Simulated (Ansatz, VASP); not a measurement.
## One calculation of Ge, two programs

```xyz
1
Lattice="1.4670 -2.7305 0.0000 1.4670 2.7305 0.0000 0.0000 0.0000 2.5633" Properties=species:S:1:pos:R:3 pbc="T T T"
Ge    1.4670    0.0000    0.0000
```

Change from the starting cell: strain +0.050 along x and y, -0.050 along z, atoms carried along.

Alike in both runs: task single point; functional PBEsol; k mesh 20 × 20 × 18; occupations gaussian, width 0.15 eV; no spin polarisation.

```csv
,VASP,Ansatz
version,VASP 6.6.1,Ansatz 0.2.0
potentials or method,"VASP PAW PBE potentials, release 64 (Ge_d), cutoff 520 eV","scalar-relativistic, plane waves, PAW"
valence electrons in the cell,14,14
```

Ansatz gave:

```
gap on the k mesh at the Fermi level (eV)                     : none
pressure (GPa)                                                : -5.4
traceless stress, the component that is largest in VASP (GPa) : 9.00
```

Q: Which values does VASP return?

A: gap on the k mesh at the Fermi level (eV): none; pressure (GPa): -5.4; traceless stress, the component that is largest in VASP (GPa): 8.97.

VASP's potentials were made for PBE, not for PBEsol. A gap of «none» marks a metal or a gap that the smearing closes.
